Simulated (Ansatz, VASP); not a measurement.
**One calculation of MnSi, two programs**

```
Mn Si
1.0
     4.43071    0.00000    0.00000
     0.00000    4.43071    0.00000
     0.00000    0.00000    4.43071
Mn Si
4 4
Direct
  0.13724 0.13724 0.13724
  0.36276 0.86276 0.63724
  0.63724 0.36276 0.86276
  0.86276 0.63724 0.36276
  0.84536 0.84536 0.84536
  0.65464 0.15464 0.34536
  0.34536 0.65464 0.15464
  0.15464 0.34536 0.65464
```

Alike in both runs: functional LDA; k mesh 8 × 8 × 8; occupations gaussian, width 0.05 eV; collinear spin.

Ansatz relaxed the structure, and its values are those at the end. VASP's run is a single point on that final structure, the one shown.

```csv
,VASP,Ansatz
version,VASP 6.6.1,Ansatz 0.2.0
potentials or method,"VASP PAW LDA potentials, release 64 (Mn_pv, Si), cutoff 520 eV","scalar-relativistic, plane waves, PAW"
valence electrons in the cell,68,76
```

Ansatz gave:

- gap on the k mesh at the Fermi level (eV): none
- pressure (GPa): 0.0
- rms of the force components (eV/Å): 0.002
- net moment per atom (μB): 0.38
- size of the moment on the site where the two differ most (μB): 0.74

**Question.** What did VASP give for the same quantities?

**Answer.** gap on the k mesh at the Fermi level (eV): none; pressure (GPa): -0.9; rms of the force components (eV/Å): 0.015; net moment per atom (μB): 0.21; size of the moment on the site where the two differ most (μB): 0.43.

The net moments are unlike, so the other rows may belong to different states. LDA's correlation is that of Perdew and Zunger in VASP and of Perdew and Wang (1992) in Ansatz. Site moments also hang on the region over which each program counts them. A gap of «none» marks a metal or a gap that the smearing closes. VASP's potentials hold 68 valence electrons a cell and Ansatz's 76, so a difference there can come from the potentials and not from the codes.
